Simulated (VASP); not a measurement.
Runs of VASP 6.6.1 on CsSnI3. The structure is that of space group P4/mmm (No. 123), or close to it. The cells are those of the table. 

```tsv
cell	gap on the mesh (eV)	pressure (GPa)
a = 6.392, b = 6.392, c = 6.113 Å, 5 atoms	0.38	0.0
a = 6.392, b = 6.392, c = 6.020 Å, 5 atoms	0.25	0.3
a = 6.299, b = 6.299, c = 6.020 Å, 5 atoms	(a)	0.7
a = 6.113, b = 6.113, c = 6.392 Å, 5 atoms	(b)	0.7
```

Alike in all rows: task single point; level PBE; potentials or basis VASP PAW PBE potentials, release 64 (Cs_sv, Sn_d, I); no spin polarisation; k mesh 6 × 6 × 6; cutoff (eV) 520; smearing gaussian 0.03 eV.

Problem. Fill in the values left out.

Solution. (a) 0.17; (b) 0.09.

Caveats: semilocal functionals underestimate gaps, and a narrow one can read as zero; spin-orbit coupling is left out, which moves the levels of the heavy elements.

A k mesh can miss the band edges, and the runs leave out spin-orbit coupling on Cs, I, Sn.
